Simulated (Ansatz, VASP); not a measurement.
**Ni in VASP and in Ansatz**

```
CELL_PARAMETERS angstrom
-1.38372 1.38372 1.38372
1.38372 -1.38372 1.38372
1.38372 1.38372 -1.38372
ATOMIC_POSITIONS crystal
Ni 0.00000 0.00000 0.00000
```

Alike in both runs: task single point; functional PBEsol; k mesh 13 × 13 × 13; occupations fermi-dirac, width 0.05 eV; no spin polarisation.

|  | VASP | Ansatz |
| --- | --- | --- |
| version | VASP 6.6.1 | Ansatz 0.2.0 |
| potentials or method | VASP PAW PBE potentials, release 64 (Ni), cutoff 520 eV | all-electron LAPW, scalar-relativistic |

|  | VASP | Ansatz | Ansatz less VASP |
| --- | --- | --- | --- |
| gap on the k mesh at the Fermi level (eV) | none | none | - |
| pressure (GPa) | -4.3 | -4.5 | -0.19 |

VASP's potentials were made for PBE, not for PBEsol. A gap of «none» marks a metal or a gap that the smearing closes. Ansatz ran all-electron here, and VASP with PAW potentials.
